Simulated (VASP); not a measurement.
Input of a VASP 6.6.1 run:

INCAR

```
SYSTEM = BN
  ALGO = Normal
  EDIFF = 1E-6
  ENCUT = 520
  ISIF = 2
  ISMEAR = -1
  LASPH = .TRUE.
  LCHARG = .FALSE.
  LREAL = .FALSE.
  LWAVE = .FALSE.
  NBANDS = 11
  NELM = 60
  PREC = Accurate
  SIGMA = 0.05
```

The input KPOINTS:

```
k-points
0
G
  13 13 13
  0 0 0
```

POSCAR

```
BN
1.0
    0.0000000000      1.7902808579      1.7902808579
    1.7902808579      0.0000000000      1.7902808579
    1.7902808579      1.7902808579      0.0000000000
N B
1 1
Direct
    0.2500000000      0.2500000000      0.2500000000
    0.0000000000      0.0000000000      0.0000000000
```

Potentials or basis: VASP PAW LDA potentials, release 64 (N, B).

The run is started by

```bash
$ cat potpaw_LDA.64/N/POTCAR potpaw_LDA.64/B/POTCAR > POTCAR
$ mpirun -np 1 vasp_std > vasp.out
```

**Question.** Estimate the band gap on the k mesh.

**Answer.** 4.45 eV, indirect (least direct gap 8.82 eV).

**Question.** Estimate the pressure.

**Answer.** 1.0 GPa.

A k mesh can miss the band edges. As with any semilocal functional, this LDA gap is likely too small.
